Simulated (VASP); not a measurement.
Wanted: the native input for a VASP 6.6.1 run.

| Quantity | Value |
| --- | --- |
| Task | relaxation of cell and atoms |
| Functional | PBEsol |
| Potentials or basis | VASP PAW PBE potentials, release 64 (Mg, O) |
| Cutoff | 600 eV |
| k mesh | 8 × 8 × 8 |
| Occupations | gaussian, width 0.1 eV |
| Spin | no spin polarisation |
| Target pressure | 22.6 GPa |
| Dipole correction | no |
| Further INCAR settings | ALGO = Normal; EDIFF = 1e-07; IBRION = 2; EDIFFG = -0.05; NSW = 80; ISIF = 3 |

The structure of MgO (Periclase) lies in POSCAR:

```
MgO
1.0
    0.0000000000      2.0288630424      2.0288630424
    2.0288630424      0.0000000000      2.0288630424
    2.0288630424      2.0288630424      0.0000000000
Mg O
1 1
Direct
    0.0000000000      0.0000000000      0.0000000000
    0.5000000000      0.5000000000      0.5000000000
```

The input as run:

INCAR

```
ALGO = Normal
EDIFF = 1E-7
EDIFFG = -0.05
ENCUT = 600
GGA = PS
GGA_COMPAT = F
IBRION = 2
ISIF = 3
ISMEAR = 0
LASPH = T
LCHARG = F
LREAL = F
LWAVE = F
NELM = 120
NELMIN = 4
NSW = 80
PREC = Accurate
PSTRESS = 226.0
SIGMA = 0.1
```

KPOINTS

```
k-points
0
Gamma
  8 8 8
```

Potentials or basis: VASP PAW PBE potentials, release 64 (Mg, O).

Command:

```sh
$ cat potpaw_PBE.64/Mg/POTCAR potpaw_PBE.64/O/POTCAR > POTCAR
$ mpirun -np 1 vasp_std > vasp.out
```

Results of the run:

```json
{
  "Pressure after relaxing": "22.1 GPa",
  "Band gap on the k mesh": "5.80 eV, direct"
}
```

Caveat: the relaxation stopped at its first step, so nothing moved; the cell is relaxed towards a set pressure, so the enthalpy falls and the energy may rise; the PAW data sets were made with another functional, which shifts forces and pressure a little.

Run time: 5.6 s on 1 thread of Intel Xeon 6975P-C, with other jobs on the host, peak memory 0.14 GiB.
